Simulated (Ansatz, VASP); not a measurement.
**Two plane-wave programs on AlN**

Contents of INCAR:

```
PREC     = Accurate       # precision mode
ENCUT    = 520            # plane-wave cutoff, eV
EDIFF    = 1E-6           # SCF threshold, eV
ISMEAR   = 0              # smearing method
SIGMA    = 0.05           # smearing width, eV
LREAL    = F              # projectors in reciprocal space
LASPH    = T              # aspherical terms in the spheres
NELM     = 100            # most SCF steps
ALGO     = Normal         # electronic algorithm
ISIF     = 2              # what is computed and relaxed
LWAVE    = F              # write WAVECAR
LCHARG   = F              # write CHGCAR
GGA      = PE             # functional
NBANDS   = 16             # bands
```

The input KPOINTS:

```
regular mesh
0
Gamma
  6 6 4
```

File POSCAR:

```
AlN
1.0
    3.1110021516      0.0000000000      0.0000000000
   -1.5555010758      2.6942068945      0.0000000000
    0.0000000000      0.0000000000      4.9780000000
Al N
2 2
Direct
    0.3406515829      0.6720239972      0.0028995092
    0.6739849162      0.3386906638      0.5028995092
    0.3333333333      0.6666666667      0.3850000000
    0.6666666667      0.3333333333      0.8850000000
```

Input for Ansatz:

```yaml
crystal:
  lattice:
    - [3.1110021516, 0.0, 0.0]
    - [-1.5555010758, 2.6942068945, 0.0]
    - [0.0, 0.0, 4.978]
  atoms:
    - { symbol: Al, position: [0.3406515829, 0.6720239972, 0.0028995092] }
    - { symbol: Al, position: [0.6739849162, 0.3386906638, 0.5028995092] }
    - { symbol: "N", position: [0.3333333333, 0.6666666667, 0.385] }
    - { symbol: "N", position: [0.6666666667, 0.3333333333, 0.885] }
basis:
  ecutwfc: 420
kpoints:
  mp_grid: { grid: [6, 6, 4] }
hamiltonian:
  xc: pbe
scf:
  occupations: { method: gaussian, width: 0.05 }
output:
  forces: true
  stress: true
  eigenvalues: true
```

Change from the starting cell: all Al atoms moved +0.025 Å, as atom 1 along Cartesian [1 1 1].

Alike in both runs: task single point; functional PBE; k mesh 6 × 6 × 4; occupations gaussian, width 0.05 eV; no spin polarisation.

```csv
,VASP,Ansatz
version,VASP 6.6.1,Ansatz 0.2.0
potentials or method,"VASP PAW PBE potentials, release 64 (Al, N), cutoff 520 eV","scalar-relativistic, plane waves, PAW"
valence electrons in the cell,16,16
```

Ansatz gave:

- gap on the k mesh at the Fermi level (eV): 4.19
- least direct gap on the mesh (eV): 4.19
- pressure (GPa): 4.1
- traceless stress, the component that is largest in VASP (GPa): -0.60
- rms of the force components (eV/Å): 0.179

Estimate VASP's values.

gap on the k mesh at the Fermi level (eV): 4.20; least direct gap on the mesh (eV): 4.20; pressure (GPa): 3.9; traceless stress, the component that is largest in VASP (GPa): -0.60; rms of the force components (eV/Å): 0.179.

Atom by atom the forces differ by 0.001 eV/Å (rms over components).
